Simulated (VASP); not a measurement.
# TaN (P-1) in VASP: electric field gradients with LDA

Aim: the electric field gradients of TaN with LDA.

Everything below comes from runs of VASP 6.6.1. Logs are shortened: lines on timing, memory, paths and dates and some standing lists are left out, and cuts for length are marked.

## Step 1: The cell of the first run

The typed cell holds 6 atoms: a = 5.186 Å, b = 5.118 Å, c = 2.909 Å, α = 89.36°, β = 88.27°, γ = 118.70°.

## Step 2: Electric field gradients, LDA (equal xy, yz and zx shear strains of +3 %)

The input, INCAR:

```
PREC = Accurate
ENCUT = 520
EDIFF = 1E-8
ISMEAR = -1
SIGMA = 0.03
LREAL = False
LASPH = True
NELM = 120
ALGO = Normal
ISIF = 2
LWAVE = False
LCHARG = False
LEFG = True
NBANDS = 36
GGA_COMPAT = False
```

The input, KPOINTS:

```
regular mesh
0
Gamma
  5 5 8
```

The input, POSCAR:

```
TaN
1.0
    5.1849992558      0.0777749888      0.0777749888
   -2.5251445118      4.4514535797      0.0284676217
    0.0436200000      0.0436200000      2.9080000000
Ta N
3 3
Direct
    0.0000000000      0.0000000000      0.0000000000
    0.3333333333      0.6666666667      0.5000000000
    0.6666666667      0.3333333333      0.5000000000
    0.5000000000      0.0000000000      0.0000000000
    0.5000000000      0.5000000000      0.0000000000
    0.0000000000      0.5000000000      0.0000000000
```

Potentials or basis: VASP PAW LDA potentials, release 64 (Ta_sv_GW, N).

On the command line:

```bash
> cat potpaw_LDA.64/Ta_sv_GW/POTCAR potpaw_LDA.64/N/POTCAR > POTCAR
> mpirun -np 1 vasp_std > vasp.out
```

OUTCAR:

```text
PREC = Accurate
   ENCUT = 520
   EDIFF = 1E-8
   ISMEAR = -1
   LREAL = False
   LASPH = True
   NELM = 120
   ISIF = 2

 ion  position               nearest neighbor table
   1  0.000  0.000  0.000-   3 3.28   2 3.28   2 3.29   3 3.29
   2  0.333  0.667  0.500-   4 2.06   6 2.06   5 2.06   5 2.08   4 2.12   6 2.14   3 2.95   3 2.99
                             3 3.03   1 3.28   1 3.29
   3  0.667  0.333  0.500-   4 2.06   6 2.06   5 2.06   5 2.08   4 2.12   6 2.14   2 2.95   2 2.99
                             2 3.03   1 3.28   1 3.29
   4  0.500  0.000  0.000-   2 2.06   3 2.06   2 2.12   3 2.12
   5  0.500  0.500  0.000-   2 2.06   3 2.06   2 2.08   3 2.08
   6  0.000  0.500  0.000-   3 2.06   2 2.06   2 2.14   3 2.14

  LATTYP: Found a triclinic cell.
 ALAT       =     5.8689965777
 B/A-ratio  =     0.4955965109
 C/A-ratio  =     0.8720180685
 COS(alpha) =     0.0112057054
 COS(beta)  =     0.4298483829
 COS(gamma) =     0.4689000644

  Lattice vectors:

 A1 = (  -5.1413792558,  -0.0341549888,   2.8302250112)
 A2 = (   0.0436200000,   0.0436200000,   2.9080000000)
 A3 = (  -2.5251445118,   4.4514535797,   0.0284676217)

Analysis of symmetry for initial positions (statically):
=====================================================================
 Subroutine PRICEL returns:
 Original cell was already a primitive cell.

 Routine SETGRP: Setting up the symmetry group for a
 triclinic supercell.

 Subroutine GETGRP returns: Found  2 space group operations
 (whereof  2 operations were pure point group operations)
 out of a pool of  2 trial point group operations.

The static configuration has the point symmetry S_2 .

Analysis of symmetry for dynamics (positions and initial velocities):
=====================================================================
 Subroutine PRICEL returns:
 Original cell was already a primitive cell.

 Routine SETGRP: Setting up the symmetry group for a
 triclinic supercell.

 Subroutine GETGRP returns: Found  2 space group operations
 (whereof  2 operations were pure point group operations)
 out of a pool of  2 trial point group operations.

The dynamic configuration has the point symmetry S_2 .

[... 157 lines left out ...]
 fundamental gap:      0.0443261870
 Fermi energy:        11.9537413900

 k-point     1 :       0.0000    0.0000    0.0000
  band No.  band energies     occupation
      1     -56.9200      2.00000
      2     -56.8695      2.00000
      3     -56.5790      2.00000
      4     -24.0541      2.00000
      5     -24.0294      2.00000
      6     -23.6534      2.00000
[... 925 lines left out ...]
     35      15.4052      0.00000
     36      15.7268      0.00000

 [... further k-points ...]

------------------------ aborting loop because EDIFF is reached ----------------------------------------

  FORCE on cell =-STRESS in cart. coord.  units (eV):
  Direction    XX          YY          ZZ          XY          YZ          ZX
  --------------------------------------------------------------------------------------
  -------------------------------------------------------------------------------------
  Total       -1.1109806     -1.0301168     -1.8631093     -1.4535818     -2.5097082     -2.5155339
  in kB      -26.3078250    -24.3929854    -44.1181009    -34.4205604    -59.4294484    -59.5673999
  external PRESSURE =     -31.6063038 kB  Pullay stress =       0.0000000 kB

 VOLUME and BASIS-vectors are now :
 -----------------------------------------------------------------------------
  energy-cutoff  :      520.00
  volume of cell :       67.66
      direct lattice vectors                 reciprocal lattice vectors
     5.184999256  0.077774989  0.077774989     0.191303305  0.108548033 -0.004497770
    -2.525144512  4.451453580  0.028467622    -0.003292596  0.222799010 -0.003292596
     0.043620000  0.043620000  2.908000000    -0.005084209 -0.005084209  0.344031481

 POSITION                                       TOTAL-FORCE (eV/Angst)
 -----------------------------------------------------------------------------------
      0.00000      0.00000      0.00000        -0.000000     -0.000000      0.000000
      0.06671      3.01537      1.49890        -0.318126     -0.002425      0.053116
      2.63676      1.55748      1.51534         0.318126      0.002425     -0.053116
      2.59250      0.03889      0.03889         0.000000      0.000000     -0.000000
      1.32993      2.26461      0.05312         0.000000      0.000000     -0.000000
     -1.26257      2.22573      0.01423        -0.000000     -0.000000      0.000000
 -----------------------------------------------------------------------------------
    total drift:                               -0.000000      0.000000      0.000000

  FREE ENERGIE OF THE ION-ELECTRON SYSTEM (eV)
  ---------------------------------------------------
  free  energy   TOTEN  =       -78.7989627880 eV

  energy  without entropy=      -78.7959911801  energy(sigma->0) =      -78.79747698

 Electric field gradients (V/A^2)
---------------------------------------------------------------------
 ion       V_xx      V_yy      V_zz      V_xy      V_xz      V_yz
---------------------------------------------------------------------
   1     202.268   200.244  -402.512    32.357    35.368    34.774
   2     192.601   194.413  -387.014    23.408    83.035    82.899
   3     192.601   194.413  -387.014    23.408    83.035    82.899
   4      33.208   -28.824    -4.384     2.537     0.833     5.713
   5     -12.821    17.069    -4.248    28.257     2.299    -0.310
   6     -13.681    18.205    -4.524   -24.930     6.414     4.164
---------------------------------------------------------------------

 Electric field gradients after diagonalization (V/A^2)
 (convention: |V_zz| > |V_xx| > |V_yy|)
----------------------------------------------------------------------
 ion       V_xx      V_yy      V_zz     asymmetry (V_yy - V_xx)/ V_zz
----------------------------------------------------------------------
   1     237.472   168.883  -406.355       0.169
   2     238.921   170.088  -409.009       0.168
   3     238.921   170.088  -409.009       0.168
   4     -30.177    -3.165    33.342       0.810
   5     -30.018    -4.094    34.111       0.760
   6     -29.645    -2.218    31.863       0.861
----------------------------------------------------------------------

           NMR quadrupolar parameters

 Cq : quadrupolar parameter    Cq=e*Q*V_zz/h
 eta: asymmetry parameters     (V_yy - V_xx)/ V_zz
 Q  : nuclear electric quadrupole moment in mb (millibarn)
----------------------------------------------------------------------
 ion       Cq(MHz)       eta       Q (mb)
----------------------------------------------------------------------
   1      -0.983       0.169       1.000
   2      -0.989       0.168       1.000
   3      -0.989       0.168       1.000
   4       0.081       0.810       1.000
   5       0.082       0.760       1.000
   6       0.077       0.861       1.000
----------------------------------------------------------------------
```

OSZICAR:

```text
N       E                     dE             d eps       ncg     rms          rms(c)
DAV:   1     0.432313793476E+03    0.43231E+03   -0.33295E+04  7296   0.152E+03
DAV:   2    -0.612836181843E+02   -0.49360E+03   -0.48226E+03  9252   0.392E+02
DAV:   3    -0.922548677585E+02   -0.30971E+02   -0.30765E+02  9644   0.958E+01
[... 17 lines left out ...]
DAV:  21    -0.787989648728E+02    0.46048E-05   -0.99509E-06  9300   0.157E-02    0.654E-02
DAV:  22    -0.787989639414E+02    0.93147E-06   -0.59397E-06  8780   0.110E-02    0.152E-01
DAV:  23    -0.787989628612E+02    0.10802E-05   -0.27689E-06  9736   0.697E-03    0.809E-02
DAV:  24    -0.787989627907E+02    0.70422E-07   -0.62281E-07  9352   0.338E-03    0.131E-02
DAV:  25    -0.787989627880E+02    0.27549E-08   -0.15489E-08  6168   0.685E-04
   1 F= -.78798963E+02 E0= -.78797477E+02  d E =-.297161E-02
```

stdout:

```text
POSCAR found type information on POSCAR TaN
 POSCAR found :  2 types and       6 ions
 scaLAPACK will be used
 LDA part: xc-table for (Slater(with rela. corr.)+CA(PZ))
 , standard interpolation
 POSCAR, INCAR and KPOINTS ok, starting setup
 FFT: planning ... GRIDC
 FFT: planning ... GRID_SOFT
 FFT: planning ... GRID
 WAVECAR not read
 entering main loop
ion   1
     0.0000657    -0.3570776    -0.5185345     2.1728370    -0.5318580    -0.0230884
     0.0000905    -0.3570776    -0.5185345     2.1728372    -0.5318580    -0.0230884
     0.0001247    -0.3570776    -0.5185346     2.1728375    -0.5318580    -0.0230884
     0.0001717    -0.3570776    -0.5185346     2.1728381    -0.5318580    -0.0230884

     0.0000657   -29.8211563   -32.1110532   322.1780832   -32.6571479    -0.9319900
     0.0000905   -29.8104035   -32.1044346   322.1368336   -32.6504008    -0.9317669
     0.0001247   -29.7940176   -32.0944994   322.0777499   -32.6402700    -0.9314270
     0.0001717   -29.7691561   -32.0796613   321.9940142   -32.6251356    -0.9309115
[... 45 lines left out ...]
ion   6
     0.0000281    11.8015128    -1.9506925     2.5271765    -3.1248950     7.3738816
     0.0000381    11.8015127    -1.9506924     2.5271765    -3.1248949     7.3738816
     0.0000517    11.8015126    -1.9506924     2.5271765    -3.1248949     7.3738815
     0.0000701    11.8015125    -1.9506924     2.5271765    -3.1248949     7.3738814

     0.0000281    25.6723214    -4.3954787     4.7006064    -6.9157406    16.2591625
     0.0000381    25.6723190    -4.3954783     4.7006060    -6.9157400    16.2591609
     0.0000517    25.6723150    -4.3954776     4.7006054    -6.9157389    16.2591584
     0.0000701    25.6723084    -4.3954764     4.7006044    -6.9157371    16.2591541
```

Wall time 4.6 min (1 thread of Intel Xeon Platinum 8375C at 2.90GHz (Ice Lake), shared host); peak memory 0.31 GiB.

What came out:

| Item | Value |
| --- | --- |
| Free energy | -78.7990 eV |
| Pressure | -3.2 GPa |
| Largest force | 0.323 eV/Å |
| Band gap on the k mesh | zero (bands 27 and 28 overlap by 1.78 eV) |
| Largest electric field gradient by atom | Ta -406.4, -409.0 (each value once); N +33.3, +34.1, +31.9 V/Å² |

Forces in eV/Å, atoms in the order of the input:
```
Ta   0.000  0.000  0.000
Ta  -0.318 -0.002  0.053
Ta   0.318  0.002 -0.053
N    0.000  0.000  0.000
N    0.000  0.000  0.000
N    0.000  0.000  0.000
```

Stress tensor (GPa, compression positive):
```
-2.63 -3.44 -5.96
-3.44 -2.44 -5.94
-5.96 -5.94 -4.41
```

Levels at points of the mesh, in eV from the Fermi level:
| k point | band 24 | band 25 | band 26 | band 27 | band 28 | band 29 | band 30 | band 31 |
| --- | --- | --- | --- | --- | --- | --- | --- | --- |
| (0.00, 0.00, 0.00) | -2.94 | -2.49 | -2.12 | -1.52 | -1.10 | 0.70 | 0.74 | 1.21 |
| (0.00, 0.00, 0.50) | -3.22 | -3.04 | -1.94 | 0.69 | 0.94 | 1.48 | 1.60 | 2.48 |

Electric field gradients, principal values (V/Å²):
```
atom    least   middle  greatest (by size)
1 Ta  168.883  237.472            -406.355
2 Ta  170.088  238.921            -409.009
3 Ta  170.088  238.921            -409.009
 4 N   -3.165  -30.177              33.342
 5 N   -4.094  -30.018              34.111
 6 N   -2.218  -29.645              31.863
```

Caveat: the cell differs from its parent crystal (equal xy, yz and zx shear strains of +3 %); the cell stands under tension; without QUAD_EFG the Cq values of the log hold for a quadrupole moment of 1 mb, not for the nuclei; spin-orbit coupling is left out, which moves the levels of the heavy elements.

The gap in the log of VASP goes by the Fermi energy; the results here count the filled bands.